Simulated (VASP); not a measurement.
# Ge (Cmmm) in VASP: notebook

Ge is run at these levels: PBEsol; tasks: single point.

Program: VASP 6.6.1. These are calculated values, not measurements. Logs are shortened: lines on timing, memory, paths and dates and some standing lists are left out, and cuts for length are marked.

## Step 1: The cell of the first run

Symmetry: Cmmm, No. 65, orthorhombic system. The conventional cell has a = 2.718 Å, b = 5.058 Å, c = 2.624 Å, α = 90.00°, β = 90.00°, γ = 90.00°. Ge (site symmetry mmm) has 8 Ge at 2.62 to 2.87 Å within 3.5 Å.

## Step 2: Single point, PBEsol

INCAR reads:

```
PREC = Accurate
ENCUT = 520
EDIFF = 1E-7
ISMEAR = -1
SIGMA = 0.1
LREAL = F
LASPH = T
NELM = 60
ALGO = Normal
ISIF = 2
LWAVE = F
LCHARG = F
GGA = PS
NBANDS = 13
```

KPOINTS reads:

```
regular mesh
0
Gamma
  12 12 11
```

POSCAR reads:

```
Ge
1.0
    1.3588515060     -2.5292328040      0.0000000000
    1.3588515060      2.5292328040      0.0000000000
    0.0000000000      0.0000000000      2.6242693212
Ge
1
Direct
    0.5000000000      0.5000000000      0.0000000000
```

Potentials or basis: VASP PAW PBE potentials, release 64 (Ge_d).

Started as:

```console
$ cat potpaw_PBE.64/Ge_d/POTCAR > POTCAR
$ mpirun -np 1 vasp_std > vasp.out
```

OUTCAR:

```text
PREC = Accurate
   ENCUT = 520
   EDIFF = 1E-7
   ISMEAR = -1
   LREAL = F
   LASPH = T
   NELM = 60
   ISIF = 2
   GGA = PS

 ion  position               nearest neighbor table
   1  0.500  0.500  0.000-

  LATTYP: Found a base centered orthorhombic cell.
 ALAT       =     2.7177030120
 B/A-ratio  =     1.8613018368
 C/A-ratio  =     0.9656203454

  Lattice vectors:

 A1 = (   1.3588515060,  -2.5292328040,   0.0000000000)
 A2 = (   1.3588515060,   2.5292328040,   0.0000000000)
 A3 = (   0.0000000000,   0.0000000000,   2.6242693212)

Analysis of symmetry for initial positions (statically):
=====================================================================
 Subroutine PRICEL returns:
 Original cell was already a primitive cell.

 Routine SETGRP: Setting up the symmetry group for a
 base centered orthorhombic supercell.

 Subroutine GETGRP returns: Found  8 space group operations
 (whereof  8 operations were pure point group operations)
 out of a pool of  8 trial point group operations.

The static configuration has the point symmetry D_2h.

Analysis of symmetry for dynamics (positions and initial velocities):
=====================================================================
 Subroutine PRICEL returns:
 Original cell was already a primitive cell.

 Routine SETGRP: Setting up the symmetry group for a
 base centered orthorhombic supercell.

 Subroutine GETGRP returns: Found  8 space group operations
 (whereof  8 operations were pure point group operations)
 out of a pool of  8 trial point group operations.

The dynamic configuration has the point symmetry D_2h.

 Subroutine INISYM returns: Found  8 space group operations
 (whereof  8 operations are pure point group operations),
 and found     1 'primitive' translations

----------------------------------------------------------------------------------------

                                     Primitive cell

  volume of cell :      18.0384

  direct lattice vectors                    reciprocal lattice vectors
     1.358851506 -2.529232804  0.000000000     0.367957792 -0.197688405  0.000000000
     1.358851506  2.529232804  0.000000000     0.367957792  0.197688405  0.000000000
     0.000000000  0.000000000  2.624269321     0.000000000  0.000000000  0.381058450

  length of vectors
     2.871148898  2.871148898  2.624269321     0.417700422  0.417700422  0.381058450

  position of ions in fractional coordinates (direct lattice)
     0.500000000  0.500000000  0.000000000

  ion indices of the primitive-cell ions
   primitive index   ion index
                 1           1

----------------------------------------------------------------------------------------

 KPOINTS: regular mesh

Automatic generation of k-mesh.
 Grid dimensions read from file:
 generate k-points for:   12   12   11

 Generating k-lattice:

  Cartesian coordinates                     Fractional coordinates (reciprocal lattice)
     0.030663149 -0.016474034  0.000000000     0.083333333  0.000000000  0.000000000
     0.030663149  0.016474034  0.000000000     0.000000000  0.083333333  0.000000000
     0.000000000  0.000000000  0.034641677     0.000000000  0.000000000  0.090909091

  Length of vectors
     0.034808368  0.034808368  0.034641677

  Shift w.r.t. Gamma in fractional coordinates (k-lattice)
     0.000000000  0.000000000  0.000000000

 Subroutine IBZKPT returns following result:
 ===========================================

 Found    258 irreducible k-points:

 Following reciprocal coordinates:
            Coordinates               Weight
  0.000000  0.000000  0.000000      1.000000
  0.083333  0.000000  0.000000      4.000000
  0.166667  0.000000  0.000000      4.000000
  0.250000  0.000000  0.000000      4.000000
  0.333333  0.000000  0.000000      4.000000
  0.416667  0.000000  0.000000      4.000000
[... 16 lines left out ...]
  0.500000  0.166667  0.000000      4.000000
 -0.416667  0.166667  0.000000      4.000000
 [... further k-points ...]
   k-points           NKPTS =    258   k-points in BZ     NKDIM =    258   number of bands    NBANDS=     13
   number of dos      NEDOS =    301   number of ions     NIONS =      1
   total plane-waves  NPLWV =  11520
   dimension x,y,z NGX =    24 NGY =   24 NGZ =   20
   dimension x,y,z NGXF=    48 NGYF=   48 NGZF=   40
   ions per type =               1
   NGX,Y,Z   is equivalent  to a cutoff of  13.90, 13.90, 12.67 a.u.
   NGXF,Y,Z  is equivalent  to a cutoff of  27.79, 27.79, 25.34 a.u.
 SYSTEM =  unknown system
   PREC   = accura    normal or accurate (medium, high low for compatibility)
   ISTART =      0    job   : 0-new  1-cont  2-samecut
   ICHARG =      2    charge: 1-file 2-atom 10-const
   ISPIN  =      1    spin polarized calculation?
   LNONCOLLINEAR =      F non collinear calculations
   LSORBIT =      F    spin-orbit coupling
   LASPH  =      T    aspherical Exc in radial PAW
   ENCUT  =  520.0 eV  38.22 Ry    6.18 a.u.   5.34  5.34  4.88*2*pi/ulx,y,z
   NELM   =     60;   NELMIN=  2; NELMDL= -5     # of ELM steps
   EDIFF  = 0.1E-06   stopping-criterion for ELM
   LREAL  =      F    real-space projection
   EDIFFG = 0.1E-05   stopping-criterion for IOM
   NSW    =      0    number of steps for IOM
   IBRION =     -1    ionic relax: 0-MD 1-quasi-New 2-CG
   NFREE  =      0    steps in history (QN), initial steepest desc. (CG)
   ISIF   =      2    stress and relaxation
   ISYM   =      2    0-nonsym 1-usesym 2-fastsym
   POTIM  = 0.5000    time-step for ionic-motion
   TEBEG  =    0.0;   TEEND  =   0.0 temperature during run
   PSTRESS=    0.0 pullay stress
   NELECT =      14.0000    total number of electrons
   NUPDOWN=      -1.0000    fix difference up-down
   EMIN   =  10.00;   EMAX   =-10.00  energy-range for DOS
   EFERMI =   0.00;   METHOD = LEGACY
   ISMEAR =    -1;   SIGMA  =   0.10  broadening in eV -4-tet -1-fermi 0-gaus
   EFERMI_NEDOS =   21; number of points for ismear=-14 and -15
   IALGO  =     38    algorithm
   IMIX   =      4    mixing-type and parameters
     AMIX     =   0.40;   BMIX     =  1.00
     AMIX_MAG =   1.60;   BMIX_MAG =  1.00
  volume/ion in A,a.u.               =      18.04       121.73
  Fermi-wavevector in a.u.,A,eV,Ry     =   1.504473  2.843042 30.795963  2.263439
  Thomas-Fermi vector in A             =   2.615448
   LORBIT       =      0    0 simple, 1 ext, 2 COOP (PROOUT), +10 PAW based schemes
   GGA     = PS    functional components
   LHFCALC =     F    Hartree Fock is set to
   AEXX    =    0.0000 exact exchange contribution
   IVDW    =     0    specifies the selected vdW correction
   LEPSILON=     F    determine dielectric tensor
   LRPA    =     F    only Hartree local field effects (RPA)
 non-spin polarized calculation
  energy-cutoff  :      520.00
  volume of cell :       18.04
 maximum number of plane-waves:       498
 NGX is ok and might be reduce to    24
   NGX = 11   NGY = 11   NGZ =  9

 number of electron      14.0000001 magnetization

 Free energy of the ion-electron system (eV)
  ---------------------------------------------------
  ext. energy  EPLUGINS =         0.00000000
  ---------------------------------------------------
  free energy    TOTEN  =        -4.74911063 eV

  energy without entropy =       -4.73532521  energy(sigma->0) =       -4.74221792

 E-fermi :   7.0144     XC(G=0): -11.6079

 val. band max:        7.0085219186   @ k =  -0.2500   0.2500   0.0000
 cond. band min:       7.0239941657   @ k =   0.2500   0.0000   0.2727
 fundamental gap:      0.0154722471
 Fermi energy:         7.0144496384

 k-point     1 :       0.0000    0.0000    0.0000
  band No.  band energies     occupation
      1     -17.7597      2.00000
      2     -17.6728      2.00000
      3     -17.6084      2.00000
      4     -17.4822      2.00000
      5     -17.4622      2.00000
      6      -6.5945      2.00000
      7      14.0923      0.00000
      8      14.7110      0.00000
      9      16.3642      0.00000
     10      17.5158      0.00000
     11      20.0197      0.00000
     12      22.5684      0.00000
     13      22.8194      0.00000

 k-point     2 :       0.0833    0.0000    0.0000
  band No.  band energies     occupation
      1     -17.7533      2.00000
      2     -17.6636      2.00000
      3     -17.6096      2.00000
      4     -17.4836      2.00000
      5     -17.4665      2.00000
      6      -6.4143      2.00000
      7      13.9180      0.00000
      8      14.2718      0.00000
      9      14.8003      0.00000
     10      17.9725      0.00000
     11      19.7697      0.00000
     12      21.2720      0.00000
     13      24.0155      0.00000

 k-point     3 :       0.1667    0.0000    0.0000
  band No.  band energies     occupation
      1     -17.7383      2.00000
      2     -17.6449      2.00000
      3     -17.6047      2.00000
      4     -17.4888      2.00000
      5     -17.4769      2.00000
      6      -5.8731      2.00000
      7      11.3160      0.00000
      8      13.2568      0.00000
      9      14.8019      0.00000
     10      17.5259      0.00000
     11      19.1655      0.00000
     12      23.0853      0.00000
     13      26.4095      0.00000

 k-point     4 :       0.2500    0.0000    0.0000
  band No.  band energies     occupation
      1     -17.7244      2.00000
      2     -17.6387      2.00000
      3     -17.5725      2.00000
      4     -17.5016      2.00000
      5     -17.4853      2.00000
      6      -4.9719      2.00000
      7       8.2197      0.00001
      8      12.1544      0.00000
      9      15.6525      0.00000
     10      16.3121      0.00000
     11      19.9058      0.00000
     12      25.5805      0.00000
     13      29.0492      0.00000

 k-point     5 :       0.3333    0.0000    0.0000
  band No.  band energies     occupation
      1     -17.7203      2.00000
      2     -17.6339      2.00000
      3     -17.5297      2.00000
      4     -17.5180      2.00000
      5     -17.4901      2.00000
      6      -3.7211      2.00000
      7       5.2919      2.00000
      8      11.3238      0.00000
      9      15.4027      0.00000
     10      16.7486      0.00000
     11      21.0319      0.00000
     12      27.4984      0.00000
     13      27.7781      0.00000

 k-point     6 :       0.4167    0.0000    0.0000
  band No.  band energies     occupation
      1     -17.7235      2.00000
      2     -17.6263      2.00000
      3     -17.5304      2.00000
      4     -17.4966      2.00000
      5     -17.4932      2.00000
      6      -2.1782      2.00000
      7       2.7155      2.00000
      8      10.8077      0.00000
      9      14.8600      0.00000
     10      17.8800      0.00000
     11      22.4784      0.00000
     12      25.3892      0.00000
     13      26.3194      0.00000

 k-point     7 :       0.5000    0.0000    0.0000
  band No.  band energies     occupation
      1     -17.7256      2.00000
      2     -17.6228      2.00000
      3     -17.5349      2.00000
      4     -17.4943      2.00000
      5     -17.4843      2.00000
      6      -0.9808      2.00000
      7       1.1700      2.00000
      8      10.6328      0.00000
      9      14.6801      0.00000
     10      18.4522      0.00000
     11      23.9798      0.00000
     12      24.4897      0.00000
     13      24.5672      0.00000
[... 193 lines left out ...]
 k-point    20 :       0.2500    0.1667    0.0000
  band No.  band energies     occupation
      1     -17.6999      2.00000
      2     -17.6425      2.00000
      3     -17.5226      2.00000
      4     -17.5187      2.00000
      5     -17.4953      2.00000
      6      -3.0684      2.00000
      7       5.1013      2.00000
      8       8.2625      0.00001
      9      17.2972      0.00000
     10      19.4043      0.00000
     11      21.4567      0.00000
     12      23.9052      0.00000
     13      27.2816      0.00000

 k-point    21 :       0.3333    0.1667    0.0000
  band No.  band energies     occupation
      1     -17.6977      2.00000
      2     -17.6309      2.00000
      3     -17.5295      2.00000
      4     -17.5049      2.00000
      5     -17.4997      2.00000
      6      -1.5342      2.00000
      7       2.8309      2.00000
      8       7.3070      0.10181
      9      18.3370      0.00000
     10      19.2869      0.00000
     11      23.0749      0.00000
     12      25.5455      0.00000
     13      25.7412      0.00000

 k-point    22 :       0.4167    0.1667    0.0000
  band No.  band energies     occupation
      1     -17.6980      2.00000
      2     -17.6201      2.00000
      3     -17.5294      2.00000
      4     -17.5099      2.00000
      5     -17.5018      2.00000
      6      -0.6365      2.00000
      7       1.7434      2.00000
      8       6.8600      1.64822
      9      18.7324      0.00000
     10      19.3961      0.00000
     11      24.3801      0.00000
     12      24.9585      0.00000
     13      24.9923      0.00000

 k-point    23 :       0.5000    0.1667    0.0000
  band No.  band energies     occupation
      1     -17.6978      2.00000
      2     -17.6222      2.00000
      3     -17.5260      2.00000
      4     -17.5239      2.00000
      5     -17.4997      2.00000
      6      -1.9286      2.00000
      7       3.4419      2.00000
      8       6.8892      1.55562
      9      18.0833      0.00000
     10      19.7682      0.00000
     11      22.8076      0.00000
     12      25.9500      0.00000
     13      26.9315      0.00000

 k-point    24 :      -0.4167    0.1667    0.0000
  band No.  band energies     occupation
      1     -17.7016      2.00000
      2     -17.6387      2.00000
      3     -17.5422      2.00000
      4     -17.5165      2.00000
      5     -17.4916      2.00000
      6      -3.4084      2.00000
      7       5.7209      2.00000
      8       7.5862      0.00655
      9      16.9923      0.00000
     10      20.2427      0.00000
     11      21.5869      0.00000
     12      26.8937      0.00000
     13      27.7408      0.00000

 [... further k-points ...]
[... 5 lines left out ...]
  --------------------------------------------------------------------------------------
  -------------------------------------------------------------------------------------
  Total        0.3749912     -0.1646531      0.3410595      0.0000000      0.0000000      0.0000000
  in kB       33.3067668    -14.6245123     30.2929477      0.0000000      0.0000000      0.0000000
  external PRESSURE =      16.3250674 kB  Pullay stress =       0.0000000 kB

 VOLUME and BASIS-vectors are now :
 -----------------------------------------------------------------------------
  energy-cutoff  :      520.00
  volume of cell :       18.04
      direct lattice vectors                 reciprocal lattice vectors
     1.358851506 -2.529232804  0.000000000     0.367957792 -0.197688405  0.000000000
     1.358851506  2.529232804  0.000000000     0.367957792  0.197688405  0.000000000
     0.000000000  0.000000000  2.624269321     0.000000000  0.000000000  0.381058450

 POSITION                                       TOTAL-FORCE (eV/Angst)
 -----------------------------------------------------------------------------------
      1.35885      0.00000      0.00000        -0.000000     -0.000000      0.000000
 -----------------------------------------------------------------------------------
    total drift:                               -0.000000     -0.000000     -0.000000

  FREE ENERGIE OF THE ION-ELECTRON SYSTEM (eV)
  ---------------------------------------------------
  free  energy   TOTEN  =        -4.7491106325 eV

  energy  without entropy=       -4.7353252060  energy(sigma->0) =       -4.74221792
```

Wall time 20 s (1 thread of Intel Xeon 6975P-C, shared host); peak memory 0.17 GiB.

Results:

| Quantity | Value |
| --- | --- |
| Free energy | -4.7491 eV |
| Pressure | 1.6 GPa |
| Band gap on the k mesh | zero (band 7 reaches 14.09 eV, above the bottom of band 8 at 3.44 eV) |

Levels at points of the mesh, in eV from the Fermi level:
| k point | band 5 | band 6 | band 7 | band 8 | band 9 | band 10 |
| --- | --- | --- | --- | --- | --- | --- |
| (0.00, 0.00, 0.00) | -24.48 | -13.61 | 7.08 | 7.70 | 9.35 | 10.50 |
| (0.50, 0.00, 0.00) | -24.50 | -8.00 | -5.84 | 3.62 | 7.67 | 11.44 |
| (0.50, 0.50, 0.00) | -24.49 | -8.94 | -6.09 | 5.53 | 9.46 | 10.70 |

Caveat: the PAW data sets were made with another functional, which shifts forces and pressure a little.

## Step 3: Single point, PBEsol

This run uses another cell than the first one, of 18.82 Å³/atom, 1.043 times its volume.

INCAR reads:

```
SYSTEM = Ge
PREC = Accurate
ENCUT = 520
EDIFF = 1E-6
ISMEAR = -1
SIGMA = 0.1
LREAL = .False.
LASPH = .True.
NELM = 80
ALGO = Normal
ISIF = 2
LWAVE = .False.
LCHARG = .False.
GGA = PS
NBANDS = 13
```

KPOINTS reads:

```
Automatic mesh
0
Gamma
  12 12 11
  0 0 0
```

POSCAR reads:

```
Ge
1.0
    1.3782662934     -2.5653695835      0.0000000000
    1.3782662934      2.5653695835      0.0000000000
    0.0000000000      0.0000000000      2.6617639486
Ge
1
Direct
    0.5000000000      0.5000000000      0.0000000000
```

Potentials or basis: VASP PAW PBE potentials, release 64 (Ge_d).

Started as:

```console
$ cat potpaw_PBE.64/Ge_d/POTCAR > POTCAR
$ mpirun -np 1 vasp_std > vasp.out
```

It took 21 s on 1 thread of Intel Xeon 6975P-C, shared host; peak memory 0.17 GiB.

It converged, with:

```
Free energy            : -4.7497 eV
Pressure               : -1.7 GPa
Band gap on the k mesh : zero (band 7 reaches 13.38 eV, above the bottom of band 8 at 3.15 eV)
```

Stress tensor (GPa, compression positive):
```
-0.37  0.00  0.00
 0.00 -4.33  0.00
 0.00  0.00 -0.33
```

Levels at points of the mesh, in eV from the Fermi level:
```tsv
k point	band 5	band 6	band 7	band 8	band 9	band 10
(0.00, 0.00, 0.00)	-24.46	-13.24	6.84	7.39	8.96	10.32
(0.50, 0.00, 0.00)	-24.49	-7.91	-5.57	3.51	7.54	10.95
(0.50, 0.50, 0.00)	-24.47	-8.81	-5.80	5.35	9.28	10.25
```

Caveat: the PAW data sets were made with another functional, which shifts forces and pressure a little.

## Step 4: Single point, PBEsol

This run uses another cell than the first one, of 19.61 Å³/atom, 1.087 times its volume.

INCAR reads:

```
SYSTEM = Ge
  ALGO = Normal
  EDIFF = 1E-7
  ENCUT = 520
  GGA = PS
  ISIF = 2
  ISMEAR = -1
  LASPH = .True.
  LCHARG = .False.
  LREAL = .False.
  LWAVE = .False.
  NBANDS = 13
  NELM = 80
  PREC = Accurate
  SIGMA = 0.1
```

KPOINTS reads:

```
k-points
0
Gamma
  12 12 11
  0 0 0
```

POSCAR reads:

```
Ge
1.0
    1.3971490000     -2.6005160000      0.0000000000
    1.3971490000      2.6005160000      0.0000000000
    0.0000000000      0.0000000000      2.6982310000
Ge
1
Direct
    0.5000000000      0.5000000000      0.0000000000
```

Started as:

```console
$ cat potpaw_PBE.64/Ge_d/POTCAR > POTCAR
$ mpirun -np 1 vasp_std > vasp.out
```

Wall time 20 s (1 thread of Intel Xeon 6975P-C, shared host); peak memory 0.18 GiB.

Results (log left out):

| Item | Value |
| --- | --- |
| Free energy | -4.7359 eV |
| Pressure | -4.3 GPa |
| Band gap on the k mesh | zero (band 7 reaches 12.72 eV, above the bottom of band 8 at 2.88 eV) |

Stress tensor (GPa, compression positive):
```
-3.32  0.00  0.00
 0.00 -6.60  0.00
 0.00  0.00 -2.95
```

Levels at points of the mesh, in eV from the Fermi level:
```tsv
k point	band 3	band 4	band 5	band 6	band 7	band 8	band 9	band 10	band 11	band 12
(0.00, 0.00, 0.00)	-24.57	-24.47	-24.45	-12.89	6.63	7.10	8.61	10.15	12.45	14.81
(0.50, 0.00, 0.00)	-24.51	-24.48	-24.48	-7.83	-5.32	3.41	7.43	10.49	16.38	16.52
(0.50, 0.50, 0.00)	-24.51	-24.49	-24.46	-8.69	-5.54	5.19	9.12	9.83	15.73	16.09
```

Caveat: the PAW data sets were made with another functional, which shifts forces and pressure a little.

## Step 5: Overview

| cell | gap on the mesh (eV) | pressure (GPa) |
| --- | --- | --- |
| a = 2.871, b = 2.871, c = 2.624 Å, angles 90.0, 90.0, 123.5°, 1 atom | none | 1.6 |
| a = 2.912, b = 2.912, c = 2.662 Å, angles 90.0, 90.0, 123.5°, 1 atom | none | -1.7 |
| a = 2.952, b = 2.952, c = 2.698 Å, angles 90.0, 90.0, 123.5°, 1 atom | none | -4.3 |

Alike in all rows: task single point; level PBEsol; potentials or basis VASP PAW PBE potentials, release 64 (Ge_d); no spin polarisation; k mesh 12 × 12 × 11; cutoff (eV) 520; smearing fermi-dirac 0.1 eV.

Caveats: the PAW data sets were made with another functional, which shifts forces and pressure a little.

Total energies depend on the potentials used, so only differences within one code and one set of settings carry meaning.
